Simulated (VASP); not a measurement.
Write the native input for VASP 6.6.1 that does the following.

```yaml
Task: relaxation of cell and atoms
Functional: PBE
Potentials_or_basis: VASP PAW PBE potentials, release 64 (Sc_sv, B, F)
Cutoff: 600 eV
k_mesh: 4 × 4 × 6
Occupations: gaussian, width 0.1 eV
Spin: no spin polarisation
Dipole_correction: no
Further_INCAR_settings: ALGO = Normal; EDIFF = 1e-07; IBRION = 2; EDIFFG = -0.04; NSW = 90; ISIF = 3
```

The structure of Sc2B5F lies in POSCAR:

```
Sc2B5F
1.0
    4.9245616900      0.0000000000      0.0000000000
    0.0000000000      4.9245616900      0.0000000000
    0.0000000000      0.0000000000      3.4257147500
Sc B F
2 5 1
Direct
    0.0000000000      0.5000000000      0.5000000000
    0.5000000000      0.0000000000      0.5000000000
    0.0000000000      0.0000000000      0.5000000000
    0.7794817100      0.7794817100      0.0000000000
    0.2205182900      0.7794817100      0.0000000000
    0.2205182900      0.2205182900      0.0000000000
    0.7794817100      0.2205182900      0.0000000000
    0.0000000000      0.0000000000      0.0000000000
```

These files were run (other wordings do the same):

INCAR

```
SYSTEM = Sc2B5F
ALGO     = Normal         ! electronic algorithm
EDIFF    = 1E-7           ! SCF threshold, eV
EDIFFG   = -0.04          ! ionic threshold
ENCUT    = 600            ! plane-wave cutoff, eV
GGA      = PE             ! functional
IBRION   = 2              ! ionic algorithm
ISIF     = 3              ! what is computed and relaxed
ISMEAR   = 0              ! smearing method
LASPH    = .True.         ! aspherical terms in the spheres
LCHARG   = .False.        ! write CHGCAR
LREAL    = .False.        ! projectors in reciprocal space
LWAVE    = .False.        ! write WAVECAR
NELM     = 100            ! most SCF steps
NSW      = 90             ! ionic steps
PREC     = Accurate       ! precision mode
SIGMA    = 0.1            ! smearing width, eV
```

KPOINTS

```
k-points
0
Gamma
  4 4 6
  0 0 0
```

Potentials or basis: VASP PAW PBE potentials, release 64 (Sc_sv, B, F).

The run is started by

```console
$ cat potpaw_PBE.64/Sc_sv/POTCAR potpaw_PBE.64/B/POTCAR potpaw_PBE.64/F/POTCAR > POTCAR
$ mpirun -np 1 vasp_std > vasp.out
```

It gave:

```json
{
 "Relaxed volume": "11.78 Å³/atom",
 "Relaxed cell": "a = 5.146 Å, b = 5.146 Å, c = 3.559 Å, α = 90.00°, β = 90.00°, γ = 90.00°",
 "Space group after relaxing (to 0.05 Å)": "P4/mmm (No. 123)",
 "Energy gained by relaxing": "1175.4 meV/atom",
 "Ionic steps": "25",
 "Pressure after relaxing": "0.1 GPa",
 "Largest force after relaxing": "0.028 eV/Å",
 "Band gap on the k mesh": "zero (band 22 reaches 5.35 eV, above the bottom of band 23 at 3.83 eV)"
}
```

Run time: 9.9 min on 1 thread of Intel(R) Xeon(R) 6975P-C (Granite Rapids), with other jobs on the host, peak memory 0.24 GiB.
